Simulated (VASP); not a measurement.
# Ir (Pm-3m) in VASP: relaxation of cell and atoms with r2SCAN

Aim: the relaxation of cell and atoms of Ir with r2SCAN.

Everything below comes from runs of VASP 6.6.1. Logs are shortened: lines on timing, memory, paths and dates and some standing lists are left out, and cuts for length are marked.

### 1 The cell of the first run

Symmetry: Pm-3m, No. 221, cubic system. Conventional cell: a = 2.465 Å, b = 2.465 Å, c = 2.465 Å, α = 90.00°, β = 90.00°, γ = 90.00°. Within 3.3 Å of Ir (site symmetry m-3m) lie 6 Ir at 2.47 Å.

This isn't the form of Ir at room conditions, which is fcc.

### 2 Relaxation of cell and atoms, r2SCAN

File POSCAR:

```
Ir
1.0
    2.4653247458      0.0000000000      0.0000000000
    0.0000000000      2.4653247458      0.0000000000
    0.0000000000      0.0000000000      2.4653247458
Ir
1
Direct
    0.0000000000      0.0000000000      0.0000000000
```

File INCAR.step1:

```
SYSTEM = Ir
PREC = Accurate
ENCUT = 620
ISMEAR = 0
SIGMA = 0.1
LREAL = .FALSE.
LASPH = .TRUE.
NELM = 120
GGA = PE
ALGO = Normal
EDIFF = 1E-5
LWAVE = .TRUE.
LCHARG = .FALSE.
GGA_COMPAT = .FALSE.
IBRION = 2
ISIF = 3
EDIFFG = -0.005
NELMIN = 4
NSW = 100
```

File INCAR.step2:

```
SYSTEM = Ir
PREC = Accurate
ENCUT = 620
EDIFF = 1E-7
ISMEAR = 0
SIGMA = 0.1
LREAL = .FALSE.
LASPH = .TRUE.
NELM = 120
ALGO = Normal
ISIF = 3
LWAVE = .FALSE.
LCHARG = .FALSE.
METAGGA = R2SCAN
LMIXTAU = .TRUE.
IBRION = 2
NSW = 90
EDIFFG = -0.04
ISTART = 1
GGA_COMPAT = .FALSE.
NELMIN = 4
```

File KPOINTS:

```
Automatic mesh
0
G
  8 8 8
  0 0 0
```

Potentials or basis: VASP PAW PBE potentials, release 64 (Ir_sv_GW).

Started as:

```bash
> cat potpaw_PBE.64/Ir_sv_GW/POTCAR > POTCAR
> cp INCAR.step1 INCAR
> mpirun -np 1 vasp_std > vasp.out
> cp INCAR.step2 INCAR
> mpirun -np 1 vasp_std > vasp.out
```

OUTCAR:

```text
SYSTEM = Ir
   PREC = Accurate
   ENCUT = 620
   EDIFF = 1E-7
   ISMEAR = 0
   LREAL = .FALSE.
   LASPH = .TRUE.
   NELM = 120
   ISIF = 3
   METAGGA = R2SCAN
   IBRION = 2
   NSW = 90
   EDIFFG = -0.04
   ISTART = 1
   NELMIN = 4

 ion  position               nearest neighbor table
   1  0.000  0.000  0.000-

  LATTYP: Found a simple cubic cell.
 ALAT       =     2.4653247458

  Lattice vectors:

 A1 = (   2.4653247458,   0.0000000000,   0.0000000000)
 A2 = (   0.0000000000,   2.4653247458,   0.0000000000)
 A3 = (   0.0000000000,   0.0000000000,   2.4653247458)

Analysis of symmetry for initial positions (statically):
=====================================================================
 Subroutine PRICEL returns:
 Original cell was already a primitive cell.

 Routine SETGRP: Setting up the symmetry group for a
 simple cubic supercell.

 Subroutine GETGRP returns: Found 48 space group operations
 (whereof 48 operations were pure point group operations)
 out of a pool of 48 trial point group operations.

The static configuration has the point symmetry O_h .

Analysis of symmetry for dynamics (positions and initial velocities):
=====================================================================
 Subroutine PRICEL returns:
 Original cell was already a primitive cell.

 Routine SETGRP: Setting up the symmetry group for a
 simple cubic supercell.

 Subroutine GETGRP returns: Found 48 space group operations
 (whereof 48 operations were pure point group operations)
 out of a pool of 48 trial point group operations.

The dynamic configuration has the point symmetry O_h .

 Subroutine INISYM returns: Found 48 space group operations
 (whereof 48 operations are pure point group operations),
 and found     1 'primitive' translations

----------------------------------------------------------------------------------------

                                     Primitive cell

  volume of cell :      14.9838

  direct lattice vectors                    reciprocal lattice vectors
     2.465324746  0.000000000  0.000000000     0.405626075  0.000000000  0.000000000
     0.000000000  2.465324746  0.000000000     0.000000000  0.405626075  0.000000000
     0.000000000  0.000000000  2.465324746     0.000000000  0.000000000  0.405626075

  length of vectors
     2.465324746  2.465324746  2.465324746     0.405626075  0.405626075  0.405626075

  position of ions in fractional coordinates (direct lattice)
     0.000000000  0.000000000  0.000000000

  ion indices of the primitive-cell ions
   primitive index   ion index
                 1           1

----------------------------------------------------------------------------------------

 KPOINTS: Automatic mesh

Automatic generation of k-mesh.
 Grid dimensions read from file:
 generate k-points for:    8    8    8

 Generating k-lattice:

  Cartesian coordinates                     Fractional coordinates (reciprocal lattice)
     0.050703259  0.000000000  0.000000000     0.125000000  0.000000000  0.000000000
     0.000000000  0.050703259  0.000000000     0.000000000  0.125000000  0.000000000
     0.000000000  0.000000000  0.050703259     0.000000000  0.000000000  0.125000000

  Length of vectors
     0.050703259  0.050703259  0.050703259

  Shift w.r.t. Gamma in fractional coordinates (k-lattice)
     0.000000000  0.000000000  0.000000000

 Subroutine IBZKPT returns following result:
 ===========================================

 Found     35 irreducible k-points:

 Following reciprocal coordinates:
            Coordinates               Weight
  0.000000  0.000000  0.000000      1.000000
  0.125000  0.000000  0.000000      6.000000
  0.250000  0.000000  0.000000      6.000000
  0.375000  0.000000  0.000000      6.000000
  0.500000  0.000000  0.000000      3.000000
  0.125000  0.125000  0.000000     12.000000
[... 16 lines left out ...]
  0.375000  0.375000  0.125000     24.000000
  0.500000  0.375000  0.125000     24.000000
 [... further k-points ...]
   k-points           NKPTS =     35   k-points in BZ     NKDIM =     35   number of bands    NBANDS=     12
   number of dos      NEDOS =    301   number of ions     NIONS =      1
   total plane-waves  NPLWV =   8000
   dimension x,y,z NGX =    20 NGY =   20 NGZ =   20
   dimension x,y,z NGXF=    40 NGYF=   40 NGZF=   40
   ions per type =               1
   NGX,Y,Z   is equivalent  to a cutoff of  13.49, 13.49, 13.49 a.u.
   NGXF,Y,Z  is equivalent  to a cutoff of  26.97, 26.97, 26.97 a.u.
 SYSTEM =  Ir
   PREC   = accura    normal or accurate (medium, high low for compatibility)
   ISTART =      1    job   : 0-new  1-cont  2-samecut
   ICHARG =      0    charge: 1-file 2-atom 10-const
   ISPIN  =      1    spin polarized calculation?
   LNONCOLLINEAR =      F non collinear calculations
   LSORBIT =      F    spin-orbit coupling
   LASPH  =      T    aspherical Exc in radial PAW
   ENCUT  =  620.0 eV  45.57 Ry    6.75 a.u.   5.01  5.01  5.01*2*pi/ulx,y,z
   NELM   =    120;   NELMIN=  4; NELMDL=  0     # of ELM steps
   EDIFF  = 0.1E-06   stopping-criterion for ELM
   LREAL  =      F    real-space projection
   EDIFFG = -.4E-01   stopping-criterion for IOM
   NSW    =     90    number of steps for IOM
   IBRION =      2    ionic relax: 0-MD 1-quasi-New 2-CG
   NFREE  =      1    steps in history (QN), initial steepest desc. (CG)
   ISIF   =      3    stress and relaxation
   ISYM   =      2    0-nonsym 1-usesym 2-fastsym
   POTIM  = 0.5000    time-step for ionic-motion
   TEBEG  =    0.0;   TEEND  =   0.0 temperature during run
   PSTRESS=    0.0 pullay stress
   NELECT =      17.0000    total number of electrons
   NUPDOWN=      -1.0000    fix difference up-down
   EMIN   =  10.00;   EMAX   =-10.00  energy-range for DOS
   EFERMI =   0.00;   METHOD = LEGACY
   ISMEAR =     0;   SIGMA  =   0.10  broadening in eV -4-tet -1-fermi 0-gaus
   EFERMI_NEDOS =   21; number of points for ismear=-14 and -15
   IALGO  =     38    algorithm
   IMIX   =      4    mixing-type and parameters
     AMIX     =   0.40;   BMIX     =  1.00
     AMIX_MAG =   1.60;   BMIX_MAG =  1.00
  volume/ion in A,a.u.               =      14.98       101.12
  Fermi-wavevector in a.u.,A,eV,Ry     =   1.707459  3.226630 39.666656  2.915417
  Thomas-Fermi vector in A             =   2.786308
   LORBIT       =      0    0 simple, 1 ext, 2 COOP (PROOUT), +10 PAW based schemes
   METAGGA = R2SCAN    functional components
   LHFCALC =     F    Hartree Fock is set to
   AEXX    =    0.0000 exact exchange contribution
   IVDW    =     0    specifies the selected vdW correction
   LEPSILON=     F    determine dielectric tensor
   LRPA    =     F    only Hartree local field effects (RPA)
 conjugate gradient relaxation of ions
 non-spin polarized calculation
 Gauss-broadening in eV      SIGMA  =   0.10
  energy-cutoff  :      620.00
  volume of cell :       14.98
 maximum number of plane-waves:       552
   NGX = 11   NGY = 11   NGZ = 11

--------------------------------------- Ionic step        1  -------------------------------------------

 number of electron      16.9999999 magnetization

 Free energy of the ion-electron system (eV)
  ---------------------------------------------------
  ext. energy  EPLUGINS =         0.00000000
  ---------------------------------------------------
  free energy    TOTEN  =       -51.78687896 eV

  energy without entropy =      -51.78033674  energy(sigma->0) =      -51.78360785

 E-fermi :  11.6440     XC(G=0): -15.1318

 val. band max:       11.6173112629   @ k =   0.3750   0.3750   0.0000
 cond. band min:      11.6934838163   @ k =   0.5000   0.2500   0.0000
 fundamental gap:      0.0761725534
 Fermi energy:        11.6439687915

 k-point     1 :       0.0000    0.0000    0.0000
  band No.  band energies     occupation
      1     -83.1190      2.00000
      2     -38.8389      2.00000
      3     -38.8389      2.00000
      4     -38.8389      2.00000
      5       0.9988      2.00000
      6       4.1409      2.00000
      7       4.1409      2.00000
      8      13.1124      0.00000
      9      13.1124      0.00000
     10      13.1124      0.00000
     11      28.3171      0.00000
     12      28.3171      0.00000

 k-point     2 :       0.1250    0.0000    0.0000
  band No.  band energies     occupation
      1     -83.1061      2.00000
      2     -39.0186      2.00000
      3     -38.8239      2.00000
      4     -38.8239      2.00000
      5       1.5361      2.00000
      6       4.2618      2.00000
      7       4.7500      2.00000
      8      12.4587      0.00000
      9      12.4587      0.00000
     10      13.1634      0.00000
     11      25.7658      0.00000
     12      29.3567      0.00000
[... 448 lines left out ...]
 VOLUME and BASIS-vectors are now :
 -----------------------------------------------------------------------------
  energy-cutoff  :      620.00
  volume of cell :       16.51
      direct lattice vectors                 reciprocal lattice vectors
     2.546116686 -0.000000000  0.000000000     0.392754977  0.000000000  0.000000000
    -0.000000000  2.546116686 -0.000000000     0.000000000  0.392754977  0.000000000
    -0.000000000  0.000000000  2.546116686    -0.000000000  0.000000000  0.392754977

 POSITION                                       TOTAL-FORCE (eV/Angst)
 -----------------------------------------------------------------------------------
      0.00000      0.00000      0.00000        -0.000000      0.000000      0.000000
 -----------------------------------------------------------------------------------
    total drift:                                0.000000      0.000000      0.000000

  FREE ENERGIE OF THE ION-ELECTRON SYSTEM (eV)
  ---------------------------------------------------
  free  energy   TOTEN  =       -51.9283661023 eV

  energy  without entropy=      -51.9215840237  energy(sigma->0) =      -51.92497506

--------------------------------------- Ionic step        5  -------------------------------------------

 number of electron      17.0000001 magnetization

 Free energy of the ion-electron system (eV)
  ---------------------------------------------------
  ext. energy  EPLUGINS =         0.00000000
  ---------------------------------------------------
  free energy    TOTEN  =       -51.92841989 eV

  energy without entropy =      -51.92164419  energy(sigma->0) =      -51.92503204

 E-fermi :   9.9655     XC(G=0): -14.4592

 val. band max:        9.9404188889   @ k =   0.3750   0.2500   0.0000
 cond. band min:      10.0043070159   @ k =   0.5000   0.2500   0.0000
 fundamental gap:      0.0638881270
 Fermi energy:         9.9654720026

 k-point     1 :       0.0000    0.0000    0.0000
  band No.  band energies     occupation
      1     -84.5141      2.00000
      2     -40.3555      2.00000
      3     -40.3555      2.00000
      4     -40.3555      2.00000
      5       0.2358      2.00000
      6       3.3934      2.00000
      7       3.3934      2.00000
      8      11.2054      0.00000
      9      11.2054      0.00000
     10      11.2054      0.00000
     11      26.0578      0.00000
     12      26.0578      0.00000

 k-point     2 :       0.1250    0.0000    0.0000
  band No.  band energies     occupation
      1     -84.5055      2.00000
      2     -40.4864      2.00000
      3     -40.3447      2.00000
      4     -40.3447      2.00000
      5       0.7281      2.00000
      6       3.4989      2.00000
      7       3.9140      2.00000
      8      10.6606      0.00000
      9      10.6606      0.00000
     10      11.2482      0.00000
     11      23.5988      0.00000
     12      26.9871      0.00000
[... 343 lines left out ...]
 VOLUME and BASIS-vectors are now :
 -----------------------------------------------------------------------------
  energy-cutoff  :      620.00
  volume of cell :       16.47
      direct lattice vectors                 reciprocal lattice vectors
     2.544500846 -0.000000000  0.000000000     0.393004389  0.000000000  0.000000000
    -0.000000000  2.544500846 -0.000000000     0.000000000  0.393004389  0.000000000
    -0.000000000  0.000000000  2.544500846    -0.000000000  0.000000000  0.393004389

 POSITION                                       TOTAL-FORCE (eV/Angst)
 -----------------------------------------------------------------------------------
      0.00000      0.00000      0.00000        -0.000000      0.000000      0.000000
 -----------------------------------------------------------------------------------
    total drift:                               -0.000000      0.000000      0.000000

  FREE ENERGIE OF THE ION-ELECTRON SYSTEM (eV)
  ---------------------------------------------------
  free  energy   TOTEN  =       -51.9284198851 eV

  energy  without entropy=      -51.9216441921  energy(sigma->0) =      -51.92503204

 reached required accuracy - stopping structural energy minimisation
```

It took 3.2 min on 1 thread of Intel Xeon Platinum 8488C (Sapphire Rapids), shared host; peak memory 0.14 GiB.

What came out:

* Free energy: -51.9284 eV
* Relaxed volume: 16.47 Å³/atom
* Relaxed cell: a = 2.545 Å, b = 2.545 Å, c = 2.545 Å, α = 90.00°, β = 90.00°, γ = 90.00°
* Space group after relaxing (to 0.1 Å): Pm-3m (No. 221)
* Pressure after relaxing: 0.0 GPa
* Band gap on the k mesh: zero (an odd number of electrons rules out a gap without spin polarisation)

Final structure:
```cif
data_structure
_symmetry_space_group_name_H-M 'P 1'
_symmetry_Int_Tables_number 1
_cell_length_a 2.5445
_cell_length_b 2.5445
_cell_length_c 2.5445
_cell_angle_alpha 90.000
_cell_angle_beta 90.000
_cell_angle_gamma 90.000
_cell_volume 16.47
loop_
_atom_site_label
_atom_site_type_symbol
_atom_site_fract_x
_atom_site_fract_y
_atom_site_fract_z
_atom_site_occupancy
Ir1 Ir 0.00000 0.00000 0.00000 1
```

Caveat: the PAW data sets were made with another functional, which shifts forces and pressure a little; spin-orbit coupling is left out, which moves the levels of the heavy elements.

The gap in the log of VASP goes by the Fermi energy; the results here count the filled bands.